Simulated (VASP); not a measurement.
# VO2 (P4_2/mnm) in VASP: further runs, part 2 of 2

VASP 6.6.1. The steps go on from the part before.

## Step 4: Single point, PBEsol, collinear spin, ferromagnetic start

This run uses another cell than the first one, of 10.33 Å³/atom.

Contents of INCAR:

```
  PREC = Accurate
  ENCUT = 600
  EDIFF = 1E-6
  ISMEAR = -1
  SIGMA = 0.1098
  LREAL = F
  LASPH = T
  NELM = 200
  ALGO = Normal
  ISIF = 2
  LWAVE = F
  LCHARG = F
  ISPIN = 2
  MAGMOM = 0 0 0 0 2 2
  LORBIT = 11
  LMAXMIX = 4
  GGA = PS
  NBANDS = 38
  GGA_COMPAT = F
```

Contents of KPOINTS:

```
Automatic mesh
0
Gamma
  5 5 8
```

Contents of POSCAR:

```
VO2
1.0
    4.5802140000      0.0000000000      0.0000000000
    0.0000000000      4.5802140000      0.0000000000
    0.0000000000      0.0000000000      2.9535410000
O V
4 2
Direct
    0.3053000000      0.3053000000      0.0000000000
    0.1947000000      0.8053000000      0.5000000000
    0.6947000000      0.6947000000      0.0000000000
    0.8053000000      0.1947000000      0.5000000000
    0.0000000000      0.0000000000      0.0000000000
    0.5000000000      0.5000000000      0.5000000000
```

Potentials or basis: VASP PAW PBE potentials, release 64 (O, V_sv).

Run with:

```console
$ cat potpaw_PBE.64/O/POTCAR potpaw_PBE.64/V_sv/POTCAR > POTCAR
$ mpirun -np 1 vasp_std > vasp.out
```

OUTCAR:

```text
PREC = Accurate
   ENCUT = 600
   EDIFF = 1E-6
   ISMEAR = -1
   LREAL = F
   LASPH = T
   NELM = 200
   ISIF = 2
   ISPIN = 2
   LORBIT = 11
   GGA = PS

 ion  position               nearest neighbor table
   1  0.305  0.305  0.000-   6 1.94   6 1.94   5 1.98
   2  0.195  0.805  0.500-   5 1.94   5 1.94   6 1.98
   3  0.695  0.695  0.000-   6 1.94   6 1.94   5 1.98
   4  0.805  0.195  0.500-   5 1.94   5 1.94   6 1.98
   5  0.000  0.000  0.000-   2 1.94   4 1.94   2 1.94   4 1.94   3 1.98   1 1.98
   6  0.500  0.500  0.500-   1 1.94   3 1.94   1 1.94   3 1.94   2 1.98   4 1.98

  LATTYP: Found a simple tetragonal cell.
 ALAT       =     4.5802140000
 C/A-ratio  =     0.6448478172

  Lattice vectors:

 A1 = (   4.5802140000,   0.0000000000,   0.0000000000)
 A2 = (   0.0000000000,   4.5802140000,   0.0000000000)
 A3 = (   0.0000000000,   0.0000000000,   2.9535410000)

Analysis of symmetry for initial positions (statically):
=====================================================================
 Subroutine PRICEL returns:
 Original cell was already a primitive cell.

 Routine SETGRP: Setting up the symmetry group for a
 simple tetragonal supercell.

 Subroutine GETGRP returns: Found 16 space group operations
 (whereof  8 operations were pure point group operations)
 out of a pool of 16 trial point group operations.

The static configuration has the point symmetry D_2h.
 The point group associated with its full space group is D_4h.

Analysis of symmetry for dynamics (positions and initial velocities):
=====================================================================
 Subroutine PRICEL returns:
 Original cell was already a primitive cell.

 Routine SETGRP: Setting up the symmetry group for a
 simple tetragonal supercell.

 Subroutine GETGRP returns: Found 16 space group operations
 (whereof  8 operations were pure point group operations)
 out of a pool of 16 trial point group operations.

The dynamic configuration has the point symmetry D_2h.
 The point group associated with its full space group is D_4h.

Analysis of structural, dynamic, and magnetic symmetry:
=====================================================================
 Subroutine PRICEL returns:
 Original cell was already a primitive cell.

 Routine SETGRP: Setting up the symmetry group for a
 simple tetragonal supercell.

 Subroutine GETGRP returns: Found 16 space group operations
 (whereof  8 operations were pure point group operations)
 out of a pool of 16 trial point group operations.

The overall configuration has the point symmetry D_2h.
 The point group associated with its full space group is D_4h.

 Subroutine INISYM returns: Found 16 space group operations
 (whereof  8 operations are pure point group operations),
 and found     1 'primitive' translations

----------------------------------------------------------------------------------------

                                     Primitive cell

  volume of cell :      61.9604

  direct lattice vectors                    reciprocal lattice vectors
     4.580214000  0.000000000  0.000000000     0.218330410  0.000000000  0.000000000
     0.000000000  4.580214000  0.000000000     0.000000000  0.218330410  0.000000000
     0.000000000  0.000000000  2.953541000     0.000000000  0.000000000  0.338576644

  length of vectors
     4.580214000  4.580214000  2.953541000     0.218330410  0.218330410  0.338576644

  position of ions in fractional coordinates (direct lattice)
[... 96 lines left out ...]
   TEBEG  =    0.0;   TEEND  =   0.0 temperature during run
   PSTRESS=    0.0 pullay stress
   NELECT =      50.0000    total number of electrons
   NUPDOWN=      -1.0000    fix difference up-down
   EMIN   =  10.00;   EMAX   =-10.00  energy-range for DOS
   EFERMI =   0.00;   METHOD = LEGACY
   ISMEAR =    -1;   SIGMA  =   0.11  broadening in eV -4-tet -1-fermi 0-gaus
   EFERMI_NEDOS =   21; number of points for ismear=-14 and -15
   IALGO  =     38    algorithm
   IMIX   =      4    mixing-type and parameters
     AMIX     =   0.40;   BMIX     =  1.00
     AMIX_MAG =   1.60;   BMIX_MAG =  1.00
  volume/ion in A,a.u.               =      10.33        69.69
  Fermi-wavevector in a.u.,A,eV,Ry     =   1.524146  2.880219 31.606632  2.323022
  Thomas-Fermi vector in A             =   2.632493
   LORBIT       =     11    0 simple, 1 ext, 2 COOP (PROOUT), +10 PAW based schemes
   GGA     = PS    functional components
   LHFCALC =     F    Hartree Fock is set to
   AEXX    =    0.0000 exact exchange contribution
   IVDW    =     0    specifies the selected vdW correction
   LEPSILON=     F    determine dielectric tensor
   LRPA    =     F    only Hartree local field effects (RPA)
 spin polarized calculation
  energy-cutoff  :      600.00
  volume of cell :       61.96
 maximum number of plane-waves:      2092
 NGX is ok and might be reduce to    40
   NGX = 19   NGY = 19   NGZ = 11

 number of electron      50.0000000 magnetization       1.9874276

 Free energy of the ion-electron system (eV)
  ---------------------------------------------------
  ext. energy  EPLUGINS =         0.00000000
  ---------------------------------------------------
  free energy    TOTEN  =       -54.44704060 eV

  energy without entropy =      -54.28379697  energy(sigma->0) =      -54.36541879

 E-fermi :   5.5972     XC(G=0): -11.7921

 val. band max:        5.5904100597   @ k =   0.2000   0.2000   0.1250
 cond. band min:       5.5974858739   @ k =   0.2000   0.0000   0.1250
 fundamental gap:      0.0070758142
 Fermi energy:         5.5971624437

 spin component 1

 k-point     1 :       0.0000    0.0000    0.0000
  band No.  band energies     occupation
      1     -60.2283      1.00000
      2     -60.2205      1.00000
      3     -34.1525      1.00000
      4     -34.1525      1.00000
      5     -34.1107      1.00000
      6     -34.0930      1.00000
[... 949 lines left out ...]
     36      16.1806      0.00000
     37      17.7193      0.00000

 [... further k-points ...]

 spin component 2

 k-point     1 :       0.0000    0.0000    0.0000
  band No.  band energies     occupation
      1     -59.1237      1.00000
      2     -59.1154      1.00000
      3     -33.0586      1.00000
      4     -33.0521      1.00000
      5     -33.0521      1.00000
      6     -33.0395      1.00000
[... 949 lines left out ...]
     36      16.2777      0.00000
     37      17.9402      0.00000

 [... further k-points ...]

 [bands above 37 left out]

------------------------ aborting loop because EDIFF is reached ----------------------------------------

  FORCE on cell =-STRESS in cart. coord.  units (eV):
  Direction    XX          YY          ZZ          XY          YZ          ZX
  --------------------------------------------------------------------------------------
  -------------------------------------------------------------------------------------
  Total       -4.3709740     -4.3709740     -8.2949264      0.0000000      0.0000000      0.0000000
  in kB     -113.0249339   -113.0249339   -214.4907547      0.0000000      0.0000000      0.0000000
  external PRESSURE =    -146.8468742 kB  Pullay stress =       0.0000000 kB

 VOLUME and BASIS-vectors are now :
 -----------------------------------------------------------------------------
  energy-cutoff  :      600.00
  volume of cell :       61.96
      direct lattice vectors                 reciprocal lattice vectors
     4.580214000  0.000000000  0.000000000     0.218330410  0.000000000  0.000000000
     0.000000000  4.580214000  0.000000000     0.000000000  0.218330410  0.000000000
     0.000000000  0.000000000  2.953541000     0.000000000  0.000000000  0.338576644

 POSITION                                       TOTAL-FORCE (eV/Angst)
 -----------------------------------------------------------------------------------
      1.39834      1.39834      0.00000        -0.116454     -0.116454      0.000000
      0.89177      3.68845      1.47677         0.116454     -0.116454      0.000000
      3.18187      3.18187      0.00000         0.116454      0.116454     -0.000000
      3.68845      0.89177      1.47677        -0.116454      0.116454      0.000000
      0.00000      0.00000      0.00000         0.000000     -0.000000      0.000000
      2.29011      2.29011      1.47677         0.000000     -0.000000      0.000000
 -----------------------------------------------------------------------------------
    total drift:                               -0.000000     -0.000000     -0.000000

  FREE ENERGIE OF THE ION-ELECTRON SYSTEM (eV)
  ---------------------------------------------------
  free  energy   TOTEN  =       -54.4470406050 eV

  energy  without entropy=      -54.2837969720  energy(sigma->0) =      -54.36541879

 total charge

# of ion       s       p       d       tot
------------------------------------------
    1        1.562   3.437   0.000   4.999
    2        1.562   3.437   0.000   4.999
    3        1.562   3.437   0.000   4.999
    4        1.562   3.437   0.000   4.999
    5        2.272   6.310   2.857  11.439
    6        2.272   6.310   2.857  11.439
--------------------------------------------------
tot         10.789  26.370   5.714  42.873

 magnetization (x)

# of ion       s       p       d       tot
------------------------------------------
    1       -0.002  -0.059   0.000  -0.061
    2       -0.002  -0.059   0.000  -0.061
    3       -0.002  -0.059   0.000  -0.061
    4       -0.002  -0.059   0.000  -0.061
    5        0.013   0.011   1.033   1.057
    6        0.013   0.011   1.033   1.057
--------------------------------------------------
tot          0.018  -0.212   2.067   1.872
```

Run time: 5.5 min. Hardware: 1 thread of Oxide Virtual Turin-like, shared host; peak memory 0.25 GiB.

What came out:

```
Free energy                                           : -54.4470 eV
Pressure                                              : -14.7 GPa
Largest force                                         : 0.165 eV/Å
Band gap on the k mesh                                : zero (filled and empty bands overlap)
Net moment                                            : 1.99 μB per cell
Site moments                                          : O -0.06; V +1.06 μB
Valence electrons inside the program's atomic spheres : O 5.00; V 11.44
```

Forces in eV/Å, atoms in the order of the input:
```
O   -0.116 -0.116  0.000
O    0.116 -0.116  0.000
O    0.116  0.116  0.000
O   -0.116  0.116  0.000
V    0.000  0.000  0.000
V    0.000  0.000  0.000
```

Stress tensor (GPa, compression positive):
```
-11.30   0.00   0.00
  0.00 -11.30   0.00
  0.00   0.00 -21.45
```

Caveat: the stress differs along the axes, from -21 to -11 GPa; the PAW data sets were made with another functional, which shifts forces and pressure a little; semilocal functionals often make such compounds metallic where correlation or magnetic order opens a gap, which also shifts bond lengths. With open d or f shells a metallic result of PBEsol can be an artefact of self-interaction; +U or a hybrid may open a gap.

## Step 5: Single point, PBEsol, collinear spin, antiferromagnetic start

This run uses another cell than the first one, of 10.33 Å³/atom.

Contents of INCAR:

```
ALGO     = Normal         # electronic algorithm
EDIFF    = 1E-6           # SCF threshold, eV
ENCUT    = 600            # plane-wave cutoff, eV
GGA      = PS             # functional
GGA_COMPAT= F            
ISIF     = 2              # what is computed and relaxed
ISMEAR   = -1             # smearing method
ISPIN    = 2              # spin polarisation
LASPH    = T              # aspherical terms in the spheres
LCHARG   = F              # write CHGCAR
LMAXMIX  = 4              # l up to which the mixer works
LORBIT   = 11             # projections on sites
LREAL    = F              # projectors in reciprocal space
LWAVE    = F              # write WAVECAR
MAGMOM   = 0 0 0 0 -2 2   # initial moments
NBANDS   = 38             # bands
NELM     = 200            # most SCF steps
PREC     = Accurate       # precision mode
SIGMA    = 0.1098         # smearing width, eV
```

Contents of KPOINTS:

```
k-points
0
Gamma
  5 5 8
```

POSCAR is that of step 4.

Run with:

```console
$ cat potpaw_PBE.64/O/POTCAR potpaw_PBE.64/V_sv/POTCAR > POTCAR
$ mpirun -np 1 vasp_std > vasp.out
```

Wall time 4.5 min (1 thread of Oxide Virtual Turin-like, shared host); peak memory 0.25 GiB.

It converged, with:

* Free energy: -54.2977 eV
* Pressure: -15.5 GPa
* Largest force: 0.098 eV/Å
* Band gap on the k mesh: zero (filled and empty bands overlap)
* Net moment: 0.00 μB per cell
* Site moments: O -0.01, +0.01 (each value once); V -0.61, +0.61 μB
* Valence electrons inside the program's atomic spheres: O 5.00; V 11.44

Forces on the atoms (eV/Å):
```
O   -0.069 -0.069  0.000
O    0.069 -0.069  0.000
O    0.069  0.069  0.000
O   -0.069  0.069  0.000
V    0.000  0.000  0.000
V    0.000  0.000  0.000
```

Stress tensor (GPa, compression positive):
```
-11.46   0.00   0.00
  0.00 -11.46   0.00
  0.00   0.00 -23.72
```

Levels at points of the mesh, in eV from the Fermi level:
Spin up:
```csv
k point,band 21,band 22,band 23,band 24,band 25,band 26,band 27,band 28,band 29,band 30
"(0.00, 0.00, 0.00)",-2.25,-1.93,-1.91,-1.52,-0.61,-0.27,0.09,0.11,0.40,1.88
"(0.00, 0.00, 0.50)",-3.93,-3.82,-3.09,-3.08,0.23,0.46,0.96,1.04,1.12,1.66
```
Spin down:
| k point | band 23 | band 24 | band 25 | band 26 | band 27 | band 28 |
| --- | --- | --- | --- | --- | --- | --- |
| (0.00, 0.00, 0.00) | -1.91 | -1.52 | -0.61 | -0.27 | 0.09 | 0.11 |
| (0.00, 0.00, 0.50) | -3.09 | -3.08 | 0.23 | 0.46 | 0.96 | 1.04 |

Caveat: the stress differs along the axes, from -24 to -11 GPa; the PAW data sets were made with another functional, which shifts forces and pressure a little; semilocal functionals often make such compounds metallic where correlation or magnetic order opens a gap, which also shifts bond lengths. With open d or f shells a metallic result of PBEsol can be an artefact of self-interaction; +U or a hybrid may open a gap.

## Step 6: The runs side by side

| task | spin | cell | gap on the mesh (eV) | pressure (GPa) | moment (μB) | largest force (eV/Å) |
| --- | --- | --- | --- | --- | --- | --- |
| single point | collinear, ferromagnetic start | a = 4.539, b = 4.539, c = 2.800 Å, 6 atoms, atomic positions A | none | 0.6 | 1.86 | 0.02 |
| relaxation of cell and atoms | collinear, ferromagnetic start | relaxed from a = 4.580, b = 4.580, c = 2.954 Å, 6 atoms, atomic positions B | none | 0.0 | 1.87 | - |
| single point | collinear, ferromagnetic start | a = 4.580, b = 4.580, c = 2.954 Å, 6 atoms, atomic positions B | none | -14.7 | 1.99 | 0.16 |
| single point | collinear, antiferromagnetic start | a = 4.580, b = 4.580, c = 2.954 Å, 6 atoms, atomic positions B | none | -15.5 | 0.00 | 0.10 |

Alike in all rows: level PBEsol; potentials or basis VASP PAW PBE potentials, release 64 (O, V_sv); k mesh 5 × 5 × 8; cutoff (eV) 600; smearing fermi-dirac 0.1098 eV.

Caveats: the PAW data sets were made with another functional, which shifts forces and pressure a little; semilocal functionals often make such compounds metallic where correlation or magnetic order opens a gap, which also shifts bond lengths; the stress differs along the axes, from -21 to -11 GPa (at least some runs); the stress differs along the axes, from -24 to -11 GPa (at least some runs).

Total energies depend on the potentials used, so only differences within one code and one set of settings carry meaning.
